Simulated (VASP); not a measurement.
Runs of VASP 6.6.1 on InSb3. The structure is that of space group Pm-3m (No. 221), or close to it. The cells are those of the table. 

```tsv
task	level	potentials or basis	cell	k mesh	cutoff (eV)	grid for exact exchange (PRECFOCK)	share of exact exchange	screening parameter	gap on the mesh (eV)	pressure (GPa)
single point	PBEsol	VASP PAW PBE potentials, release 64 (Sb, In_d)	a = 4.901 Å, 4 atoms	6 × 6 × 6	520	-	-	-	none	-5.0
single point	PBE-based screened hybrid	VASP PAW PBE potentials, release 64 (Sb, In_d)	a = 4.806 Å, 4 atoms	3 × 3 × 3	520	Normal	0.3	0.2 1/Å	none	-3.6
single point	PBEsol	VASP PAW PBE potentials, release 64 (Sb, In_d)	a = 4.838 Å, 4 atoms	6 × 6 × 6	520	-	-	-	none	-3.6
single point	PBEsol	VASP PAW PBE potentials, release 64 (Sb, In_d)	a = 4.533 Å, 4 atoms	6 × 6 × 6	520	-	-	-	none	10.0
single point	PBE	VASP PAW PBE potentials, release 64 (Sb, In_d)	a = 4.901 Å, 4 atoms	6 × 6 × 6	520	-	-	-	none	-2.5
single point	PBEsol	VASP PAW PBE potentials, release 64 (Sb, In_d)	a = 4.616 Å, 4 atoms	6 × 6 × 6	520	-	-	-	none	(b)
single point	PBEsol	VASP PAW PBE potentials, release 64 (Sb, In_d)	a = 4.408 Å, 4 atoms	6 × 6 × 6	520	-	-	-	none	20.2
single point	LDA	VASP PAW LDA potentials, release 64 (Sb, In_d)	a = 4.901 Å, 4 atoms	6 × 6 × 6	520	-	-	-	none	(a)
single point	r2SCAN	VASP PAW PBE potentials, release 64 (Sb, In_d)	a = 4.870 Å, 4 atoms	6 × 6 × 6	520	-	-	-	none	-2.4
relaxation of cell and atoms	PBEsol	VASP PAW PBE potentials, release 64 (Sb, In_d)	relaxed to 30 GPa from a = 4.806 Å, 4 atoms	6 × 6 × 6	600	-	-	-	none	30.0
single point	PBEsol	VASP PAW PBE potentials, release 64 (Sb, In_d)	a = 4.807 Å, angles 90.0, 90.0, 91.1°, 4 atoms	5 × 5 × 5	520	-	-	-	none	-2.5
single point	PBEsol	VASP PAW PBE potentials, release 64 (Sb, In_d)	a = 4.708 Å, 4 atoms	6 × 6 × 6	520	-	-	-	none	0.7
```

Alike in all rows: no spin polarisation; smearing fermi-dirac 0.05 eV.

Q: Fill in the values left out.

A: (a) -5.9; (b) 5.0.

Caveats: some runs use coarse meshes; spin-orbit coupling is left out, which moves the levels of the heavy elements; the PAW data sets were made with another functional, which shifts forces and pressure a little (some runs); the cell is relaxed towards a set pressure, so the enthalpy falls and the energy may rise (some runs).

A k mesh can miss the band edges, and the runs leave out spin-orbit coupling on In, Sb.

A gap of «none» marks levels without a gap at the run's occupations.
